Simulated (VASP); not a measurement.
# CsPbCl3 (Pm-3m) in VASP: notebook

Aim: see how the results for CsPbCl3 move with the level of theory and the settings. Levels: RPBE, PBEsol, LDA, r2SCAN. Tasks: relaxation of cell and atoms, single point.

Everything below comes from runs of VASP 6.6.1. Logs are shortened: lines on timing, memory, paths and dates and some standing lists are left out, and cuts for length are marked.

### 1 The cell of the first run

It takes space group Pm-3m (No. 221, cubic). Conventional cell: a = 5.605 Å, b = 5.605 Å, c = 5.605 Å, α = 90.00°, β = 90.00°, γ = 90.00°. Pb (site symmetry m-3m) has 6 Cl at 2.80 Å within 3.7 Å. Within 5.2 Å of Cs (site symmetry m-3m) lie 12 Cl at 3.96 Å and 8 Pb at 4.85 Å. Cl (site symmetry 4/mmm) has 2 Pb at 2.80 Å within 3.7 Å.

### 2 Relaxation of cell and atoms, RPBE

INCAR reads:

```
SYSTEM = CsPbCl3
PREC     = Accurate       ! precision mode
ENCUT    = 600            ! plane-wave cutoff, eV
EDIFF    = 1E-7           ! SCF threshold, eV
ISMEAR   = -1             ! smearing method
SIGMA    = 0.05           ! smearing width, eV
LREAL    = .FALSE.        ! projectors in reciprocal space
LASPH    = .TRUE.         ! aspherical terms in the spheres
NELM     = 100            ! most SCF steps
ALGO     = Normal         ! electronic algorithm
ISIF     = 3              ! what is computed and relaxed
LWAVE    = .FALSE.        ! write WAVECAR
LCHARG   = .FALSE.        ! write CHGCAR
GGA      = RP             ! functional
IBRION   = 2              ! ionic algorithm
NSW      = 60             ! ionic steps
EDIFFG   = -0.01          ! ionic threshold
```

KPOINTS reads:

```
regular mesh
0
G
  5 5 5
  0 0 0
```

POSCAR reads:

```
CsPbCl3
1.0
    5.6050000000      0.0000000000      0.0000000000
    0.0000000000      5.6050000000      0.0000000000
    0.0000000000      0.0000000000      5.6050000000
Pb Cs Cl
1 1 3
Direct
    0.5000000000      0.5000000000      0.5000000000
    0.0000000000      0.0000000000      0.0000000000
    0.5000000000      0.0000000000      0.5000000000
    0.0000000000      0.5000000000      0.5000000000
    0.5000000000      0.5000000000      0.0000000000
```

Potentials or basis: VASP PAW PBE potentials, release 64 (Pb_d, Cs_sv, Cl).

On the command line:

```
$ cat potpaw_PBE.64/Pb_d/POTCAR potpaw_PBE.64/Cs_sv/POTCAR potpaw_PBE.64/Cl/POTCAR > POTCAR
$ mpirun -np 1 vasp_std > vasp.out
```

OUTCAR:

```text
SYSTEM = CsPbCl3
   PREC = Accurate
   ENCUT = 600
   EDIFF = 1E-7
   ISMEAR = -1
   LREAL = .FALSE.
   LASPH = .TRUE.
   NELM = 100
   ISIF = 3
   GGA = RP
   IBRION = 2
   NSW = 60
   EDIFFG = -0.01

 ion  position               nearest neighbor table
   1  0.500  0.500  0.500-   3 2.80   4 2.80   5 2.80   5 2.80   3 2.80   4 2.80
   2  0.000  0.000  0.000-
   3  0.500  0.000  0.500-   1 2.80   1 2.80
   4  0.000  0.500  0.500-   1 2.80   1 2.80
   5  0.500  0.500  0.000-   1 2.80   1 2.80

  LATTYP: Found a simple cubic cell.
 ALAT       =     5.6050000000

  Lattice vectors:

 A1 = (   5.6050000000,   0.0000000000,   0.0000000000)
 A2 = (   0.0000000000,   5.6050000000,   0.0000000000)
 A3 = (   0.0000000000,   0.0000000000,   5.6050000000)

Analysis of symmetry for initial positions (statically):
=====================================================================
 Subroutine PRICEL returns:
 Original cell was already a primitive cell.

 Routine SETGRP: Setting up the symmetry group for a
 simple cubic supercell.

 Subroutine GETGRP returns: Found 48 space group operations
 (whereof 48 operations were pure point group operations)
 out of a pool of 48 trial point group operations.

The static configuration has the point symmetry O_h .

Analysis of symmetry for dynamics (positions and initial velocities):
=====================================================================
 Subroutine PRICEL returns:
 Original cell was already a primitive cell.

 Routine SETGRP: Setting up the symmetry group for a
 simple cubic supercell.

 Subroutine GETGRP returns: Found 48 space group operations
 (whereof 48 operations were pure point group operations)
 out of a pool of 48 trial point group operations.

The dynamic configuration has the point symmetry O_h .

 Subroutine INISYM returns: Found 48 space group operations
 (whereof 48 operations are pure point group operations),
 and found     1 'primitive' translations

----------------------------------------------------------------------------------------

                                     Primitive cell

  volume of cell :     176.0868

  direct lattice vectors                    reciprocal lattice vectors
     5.605000000  0.000000000  0.000000000     0.178412132  0.000000000  0.000000000
     0.000000000  5.605000000  0.000000000     0.000000000  0.178412132  0.000000000
     0.000000000  0.000000000  5.605000000     0.000000000  0.000000000  0.178412132

  length of vectors
     5.605000000  5.605000000  5.605000000     0.178412132  0.178412132  0.178412132

  position of ions in fractional coordinates (direct lattice)
     0.500000000  0.500000000  0.500000000
     0.000000000  0.000000000  0.000000000
     0.500000000  0.000000000  0.500000000
     0.000000000  0.500000000  0.500000000
     0.500000000  0.500000000  0.000000000

  ion indices of the primitive-cell ions
   primitive index   ion index
                 1           1
                 2           2
                 3           3
                 4           4
                 5           5

----------------------------------------------------------------------------------------

 KPOINTS: regular mesh

Automatic generation of k-mesh.
 Grid dimensions read from file:
 generate k-points for:    5    5    5

 Generating k-lattice:

  Cartesian coordinates                     Fractional coordinates (reciprocal lattice)
     0.035682426  0.000000000  0.000000000     0.200000000  0.000000000  0.000000000
     0.000000000  0.035682426  0.000000000     0.000000000  0.200000000  0.000000000
     0.000000000  0.000000000  0.035682426     0.000000000  0.000000000  0.200000000

  Length of vectors
     0.035682426  0.035682426  0.035682426

  Shift w.r.t. Gamma in fractional coordinates (k-lattice)
     0.000000000  0.000000000  0.000000000

 Subroutine IBZKPT returns following result:
 ===========================================

 Found     10 irreducible k-points:

 Following reciprocal coordinates:
            Coordinates               Weight
  0.000000  0.000000  0.000000      1.000000
  0.200000  0.000000  0.000000      6.000000
  0.400000  0.000000  0.000000      6.000000
  0.200000  0.200000  0.000000     12.000000
  0.400000  0.200000  0.000000     24.000000
  0.400000  0.400000  0.000000     12.000000
  0.200000  0.200000  0.200000      8.000000
  0.400000  0.200000  0.200000     24.000000
  0.400000  0.400000  0.200000     24.000000
  0.400000  0.400000  0.400000      8.000000
   k-points           NKPTS =     10   k-points in BZ     NKDIM =     10   number of bands    NBANDS=     26
   number of dos      NEDOS =    301   number of ions     NIONS =      5
   total plane-waves  NPLWV = 110592
   dimension x,y,z NGX =    48 NGY =   48 NGZ =   48
   dimension x,y,z NGXF=    96 NGYF=   96 NGZF=   96
   ions per type =               1   1   3
   NGX,Y,Z   is equivalent  to a cutoff of  14.24, 14.24, 14.24 a.u.
[... 27 lines left out ...]
   EFERMI_NEDOS =   21; number of points for ismear=-14 and -15
   IALGO  =     38    algorithm
   IMIX   =      4    mixing-type and parameters
     AMIX     =   0.40;   BMIX     =  1.00
     AMIX_MAG =   1.60;   BMIX_MAG =  1.00
  volume/ion in A,a.u.               =      35.22       237.66
  Fermi-wavevector in a.u.,A,eV,Ry     =   1.031138  1.948568 14.466333  1.063245
  Thomas-Fermi vector in A             =   2.165271
   LORBIT       =      0    0 simple, 1 ext, 2 COOP (PROOUT), +10 PAW based schemes
   GGA     = RP    functional components
   LHFCALC =     F    Hartree Fock is set to
   AEXX    =    0.0000 exact exchange contribution
   IVDW    =     0    specifies the selected vdW correction
   LEPSILON=     F    determine dielectric tensor
   LRPA    =     F    only Hartree local field effects (RPA)
 conjugate gradient relaxation of ions
 non-spin polarized calculation
  energy-cutoff  :      600.00
  volume of cell :      176.09
 maximum number of plane-waves:      5896
 NGX is ok and might be reduce to    48
   NGX = 23   NGY = 23   NGZ = 23

--------------------------------------- Ionic step        1  -------------------------------------------

 number of electron      43.9999992 magnetization

 Free energy of the ion-electron system (eV)
  ---------------------------------------------------
  ext. energy  EPLUGINS =         0.00000000
  ---------------------------------------------------
  free energy    TOTEN  =       -16.42275126 eV

  energy without entropy =      -16.42275126  energy(sigma->0) =      -16.42275126

------------------------ aborting loop because EDIFF is reached ----------------------------------------

  FORCE on cell =-STRESS in cart. coord.  units (eV):
  Direction    XX          YY          ZZ          XY          YZ          ZX
  --------------------------------------------------------------------------------------
  -------------------------------------------------------------------------------------
  Total        3.5794568      3.5794568      3.5794568     -0.0000000      0.0000000     -0.0000000
  in kB       32.5687324     32.5687324     32.5687324     -0.0000000      0.0000000     -0.0000000
  external PRESSURE =      32.5687324 kB  Pullay stress =       0.0000000 kB

 VOLUME and BASIS-vectors are now :
 -----------------------------------------------------------------------------
  energy-cutoff  :      600.00
  volume of cell :      176.09
      direct lattice vectors                 reciprocal lattice vectors
     5.605000000  0.000000000  0.000000000     0.178412132  0.000000000  0.000000000
     0.000000000  5.605000000  0.000000000     0.000000000  0.178412132  0.000000000
     0.000000000  0.000000000  5.605000000     0.000000000  0.000000000  0.178412132
[... 79 lines left out ...]
 POSITION                                       TOTAL-FORCE (eV/Angst)
 -----------------------------------------------------------------------------------
      2.93013      2.93013      2.93013         0.000000      0.000000      0.000000
      0.00000      0.00000      0.00000        -0.000000     -0.000000      0.000000
      2.93013     -0.00000      2.93013        -0.000000     -0.000000      0.000000
     -0.00000      2.93013      2.93013        -0.000000     -0.000000      0.000000
      2.93013      2.93013     -0.00000        -0.000000     -0.000000      0.000000
 -----------------------------------------------------------------------------------
    total drift:                                0.000000     -0.000000     -0.000000

  FREE ENERGIE OF THE ION-ELECTRON SYSTEM (eV)
  ---------------------------------------------------
  free  energy   TOTEN  =       -16.6437267908 eV

  energy  without entropy=      -16.6437267907  energy(sigma->0) =      -16.64372679

--------------------------------------- Ionic step        4  -------------------------------------------

 number of electron      43.9999995 magnetization

 Free energy of the ion-electron system (eV)
  ---------------------------------------------------
  ext. energy  EPLUGINS =         0.00000000
  ---------------------------------------------------
  free energy    TOTEN  =       -16.64385215 eV

  energy without entropy =      -16.64385215  energy(sigma->0) =      -16.64385215

 E-fermi :   1.0694     XC(G=0):  -6.9545

 val. band max:       -0.0000434784   @ k =   0.4000   0.4000   0.4000
 cond. band min:       3.3004681553   @ k =   0.4000   0.4000   0.4000
 fundamental gap:      3.3005116337
 Fermi energy:         1.0694419564

 k-point     1 :       0.0000    0.0000    0.0000
  band No.  band energies     occupation
      1     -20.4360      2.00000
      2     -15.9605      2.00000
      3     -15.9605      2.00000
      4     -15.8661      2.00000
      5     -15.8661      2.00000
      6     -15.8661      2.00000
[... 18 lines left out ...]
     25       5.7111      0.00000
     26       6.5469      0.00000
[... 281 lines left out ...]
 POSITION                                       TOTAL-FORCE (eV/Angst)
 -----------------------------------------------------------------------------------
      2.92704      2.92704      2.92704         0.000000      0.000000      0.000000
      0.00000      0.00000      0.00000        -0.000000     -0.000000      0.000000
      2.92704     -0.00000      2.92704        -0.000000     -0.000000      0.000000
     -0.00000      2.92704      2.92704        -0.000000     -0.000000      0.000000
      2.92704      2.92704     -0.00000        -0.000000     -0.000000      0.000000
 -----------------------------------------------------------------------------------
    total drift:                                0.000000     -0.000000     -0.000000

  FREE ENERGIE OF THE ION-ELECTRON SYSTEM (eV)
  ---------------------------------------------------
  free  energy   TOTEN  =       -16.6438521499 eV

  energy  without entropy=      -16.6438521498  energy(sigma->0) =      -16.64385215

 reached required accuracy - stopping structural energy minimisation
```

Wall time 2.1 min (1 thread of Intel Xeon Platinum 8488C (Sapphire Rapids), shared host); peak memory 0.37 GiB.

What came out:

```yaml
Free_energy: -16.6439 eV
Relaxed_volume: 40.12 Å³/atom
Relaxed_cell: a = 5.854 Å, b = 5.854 Å, c = 5.854 Å, α = 90.00°, β = 90.00°, γ = 90.00°
Space_group_after_relaxing_to_0.05_Å: Pm-3m (No. 221)
Energy_gained_by_relaxing: 44.2 meV/atom
Ionic_steps: 4
Pressure_after_relaxing: 0.0 GPa
Band_gap_on_the_k_mesh: 3.30 eV, direct
```

The path:
```
step  energy change (eV)  largest force (eV/Å)  pressure (GPa)  volume (Å³)
   1              0.0000                0.0000            3.26       176.09
   2             -0.2114                0.0000            0.56       194.97
   3             -0.2210                0.0000           -0.06       201.26
   4             -0.2211                0.0000            0.00       200.62
```

Final structure:
```xyz
5
Lattice="5.8541 0.0000 0.0000 0.0000 5.8541 0.0000 0.0000 0.0000 5.8541" Properties=species:S:1:pos:R:3 pbc="T T T"
Pb    2.9270    2.9270    2.9270
Cs    0.0000    0.0000    0.0000
Cl    2.9270    0.0000    2.9270
Cl    0.0000    2.9270    2.9270
Cl    2.9270    2.9270    0.0000
```

Caveat: the PAW data sets were made with another functional, which shifts forces and pressure a little; spin-orbit coupling is left out, which moves the levels of the heavy elements; the volume moved by +14 % from the deposited cell, more than functionals usually miss.

### 3 Single point, PBEsol

INCAR reads:

```
SYSTEM = CsPbCl3
PREC = Accurate
ENCUT = 520
EDIFF = 1E-7
ISMEAR = -1
SIGMA = 0.03
LREAL = .False.
LASPH = .True.
NELM = 60
ALGO = Normal
ISIF = 2
LWAVE = .False.
LCHARG = .False.
GGA = PS
NBANDS = 30
```

KPOINTS reads:

```
Automatic mesh
0
Gamma
  3 3 3
  0 0 0
```

POSCAR is that of step 2.

Potentials or basis: VASP PAW PBE potentials, release 64 (Pb_d, Cs_sv, Cl).

On the command line:

```
$ cat potpaw_PBE.64/Pb_d/POTCAR potpaw_PBE.64/Cs_sv/POTCAR potpaw_PBE.64/Cl/POTCAR > POTCAR
$ mpirun -np 1 vasp_std > vasp.out
```

Wall time 17 s (1 thread of Intel Xeon 6975P-C (Granite Rapids), shared host); peak memory 0.24 GiB.

It converged, with:

| Property | Result |
| --- | --- |
| Free energy | -18.4831 eV |
| Pressure | -0.1 GPa |
| Band gap on the k mesh | 4.19 eV, direct |

Levels at points of the mesh, in eV from the valence-band top:
| k point | band 20 | band 21 | band 22 | band 23 | band 24 | band 25 |
| --- | --- | --- | --- | --- | --- | --- |
| (0.00, 0.00, 0.00) | -1.23 | -1.23 | -1.23 | 4.52 | 5.51 | 5.51 |

Caveat: the PAW data sets were made with another functional, which shifts forces and pressure a little; spin-orbit coupling is left out, which moves the levels of the heavy elements. A hybrid or GW would open this gap; PBEsol tends to underestimate it.

### 4 Single point, LDA

This run uses another cell than the first one, of 33.54 Å³/atom, 0.952 times its volume.

INCAR reads:

```
PREC = Accurate ; ENCUT = 520
EDIFF = 1E-7 ; ISMEAR = -1
SIGMA = 0.05 ; LREAL = False
LASPH = True ; NELM = 80
ALGO = Normal ; ISIF = 2
LWAVE = False ; LCHARG = True
LELF = True ; LVHAR = True
NBANDS = 30
```

KPOINTS reads:

```
Automatic mesh
0
Gamma
  5 5 5
```

POSCAR: that of step 3 with these lines changed.

```diff
@@ -2,5 +2,5 @@
 1.0
-    5.6050000000      0.0000000000      0.0000000000
-    0.0000000000      5.6050000000      0.0000000000
-    0.0000000000      0.0000000000      5.6050000000
+    5.5143230100      0.0000000000      0.0000000000
+    0.0000000000      5.5143230100      0.0000000000
+    0.0000000000      0.0000000000      5.5143230100
 Pb Cs Cl
```

Potentials or basis: VASP PAW LDA potentials, release 64 (Pb_d, Cs_sv, Cl).

On the command line:

```
$ cat potpaw_LDA.64/Pb_d/POTCAR potpaw_LDA.64/Cs_sv/POTCAR potpaw_LDA.64/Cl/POTCAR > POTCAR
$ mpirun -np 1 vasp_std > vasp.out
```

Wall time 22 s (1 thread of Intel Xeon 6975P-C (Granite Rapids), shared host); peak memory 0.23 GiB.

It converged, with:

```yaml
Free_energy: -19.4414 eV
Pressure: 0.1 GPa
Band_gap_on_the_k_mesh: 2.67 eV, direct
```

Levels at points of the mesh, in eV from the valence-band top:
| k point | band 20 | band 21 | band 22 | band 23 | band 24 | band 25 |
| --- | --- | --- | --- | --- | --- | --- |
| (0.00, 0.00, 0.00) | -2.18 | -2.18 | -2.18 | 3.42 | 4.35 | 4.35 |

Caveat: spin-orbit coupling is left out, which moves the levels of the heavy elements. A k mesh can miss the band edges.

### 5 Single point, LDA

INCAR reads:

```
SYSTEM = CsPbCl3
ALGO = Normal
EDIFF = 1E-6
ENCUT = 520
GGA = CA
ISIF = 2
ISMEAR = -1
LASPH = .True.
LCHARG = .False.
LREAL = .False.
LWAVE = .False.
NBANDS = 30
NELM = 100
PREC = Accurate
SIGMA = 0.05
```

KPOINTS reads:

```
k-points
0
Gamma
  5 5 5
  0 0 0
```

POSCAR: that of step 4 with these lines changed.

```diff
@@ -2,5 +2,5 @@
 1.0
-    5.5143230100      0.0000000000      0.0000000000
-    0.0000000000      5.5143230100      0.0000000000
-    0.0000000000      0.0000000000      5.5143230100
+    5.6050000000      0.0000000000      0.0000000000
+    0.0000000000      5.6050000000      0.0000000000
+    0.0000000000      0.0000000000      5.6050000000
 Pb Cs Cl
```

On the command line:

```
$ cat potpaw_LDA.64/Pb_d/POTCAR potpaw_LDA.64/Cs_sv/POTCAR potpaw_LDA.64/Cl/POTCAR > POTCAR
$ mpirun -np 1 vasp_std > vasp.out
```

Wall time 22 s (1 thread of Intel Xeon 6975P-C (Granite Rapids), shared host); peak memory 0.23 GiB.

It converged, with:

* Free energy: -19.4115 eV
* Pressure: -1.2 GPa
* Band gap on the k mesh: 2.78 eV, direct

Levels at points of the mesh, in eV from the valence-band top:
```csv
k point,band 18,band 19,band 20,band 21,band 22,band 23,band 24,band 25,band 26,band 27
"(0.00, 0.00, 0.00)",-1.99,-1.99,-1.88,-1.88,-1.88,3.60,4.64,4.64,5.61,5.61
```

Caveat: spin-orbit coupling is left out, which moves the levels of the heavy elements.

### 6 Single point, r2SCAN

POSCAR is that of step 5.

INCAR.step1 reads:

```
SYSTEM = CsPbCl3
PREC = Accurate
ENCUT = 520
ISMEAR = -1
SIGMA = 0.05
LREAL = .FALSE.
LASPH = .TRUE.
NELM = 100
NBANDS = 30
GGA = PE
ALGO = Normal
EDIFF = 1E-4
LWAVE = .TRUE.
LCHARG = .FALSE.
```

INCAR.step2 reads:

```
SYSTEM = CsPbCl3
PREC = Accurate
ENCUT = 520
EDIFF = 1E-6
ISMEAR = -1
SIGMA = 0.05
LREAL = .FALSE.
LASPH = .TRUE.
NELM = 100
ALGO = Normal
ISIF = 2
LWAVE = .FALSE.
LCHARG = .TRUE.
METAGGA = R2SCAN
LMIXTAU = .TRUE.
LELF = .TRUE.
LVHAR = .TRUE.
NBANDS = 30
ISTART = 1
```

KPOINTS reads:

```
Automatic mesh
0
G
  5 5 5
  0 0 0
```

Potentials or basis: VASP PAW PBE potentials, release 64 (Pb_d, Cs_sv, Cl).

On the command line:

```
$ cat potpaw_PBE.64/Pb_d/POTCAR potpaw_PBE.64/Cs_sv/POTCAR potpaw_PBE.64/Cl/POTCAR > POTCAR
$ cp INCAR.step1 INCAR
$ mpirun -np 1 vasp_std > vasp.out
$ cp INCAR.step2 INCAR
$ mpirun -np 1 vasp_std > vasp.out
```

Run time: 85 s. Hardware: 1 thread of Intel Xeon 6975P-C (Granite Rapids), shared host; peak memory 0.3 GiB.

It converged, with:

```
Free energy            : -108.1736 eV
Pressure               : 0.9 GPa
Band gap on the k mesh : 3.32 eV, direct
```

Levels at points of the mesh, in eV from the valence-band top:
```
           k point  band 20  band 21  band 22  band 23  band 24  band 25
(0.00, 0.00, 0.00)    -2.15    -2.15    -2.15     4.39     5.20     5.20
```

Caveat: the PAW data sets were made with another functional, which shifts forces and pressure a little; spin-orbit coupling is left out, which moves the levels of the heavy elements. r2SCAN opens gaps a little over a GGA but as a rule still falls short of measured ones.

### 7 Overview

| task | level | potentials or basis | cell | k mesh | cutoff (eV) | smearing | gap on the mesh (eV) | pressure (GPa) |
| --- | --- | --- | --- | --- | --- | --- | --- | --- |
| relaxation of cell and atoms | RPBE | VASP PAW PBE potentials, release 64 (Pb_d, Cs_sv, Cl) | relaxed from a = 5.605 Å, 5 atoms | 5 × 5 × 5 | 600 | fermi-dirac 0.05 eV | 3.30 | 0.0 |
| single point | PBEsol | VASP PAW PBE potentials, release 64 (Pb_d, Cs_sv, Cl) | a = 5.605 Å, 5 atoms | 3 × 3 × 3 | 520 | fermi-dirac 0.03 eV | 4.19 | -0.1 |
| single point | LDA | VASP PAW LDA potentials, release 64 (Pb_d, Cs_sv, Cl) | a = 5.514 Å, 5 atoms | 5 × 5 × 5 | 520 | fermi-dirac 0.05 eV | 2.67 | 0.1 |
| single point | LDA | VASP PAW LDA potentials, release 64 (Pb_d, Cs_sv, Cl) | a = 5.605 Å, 5 atoms | 5 × 5 × 5 | 520 | fermi-dirac 0.05 eV | 2.78 | -1.2 |
| single point | r2SCAN | VASP PAW PBE potentials, release 64 (Pb_d, Cs_sv, Cl) | a = 5.605 Å, 5 atoms | 5 × 5 × 5 | 520 | fermi-dirac 0.05 eV | 3.32 | 0.9 |

Alike in all rows: no spin polarisation.

Caveats: spin-orbit coupling is left out, which moves the levels of the heavy elements; the PAW data sets were made with another functional, which shifts forces and pressure a little (some runs); the volume moved by +14 % from the deposited cell, more than functionals usually miss (some runs).

Absolute energies hang on the potentials; compare differences alone.
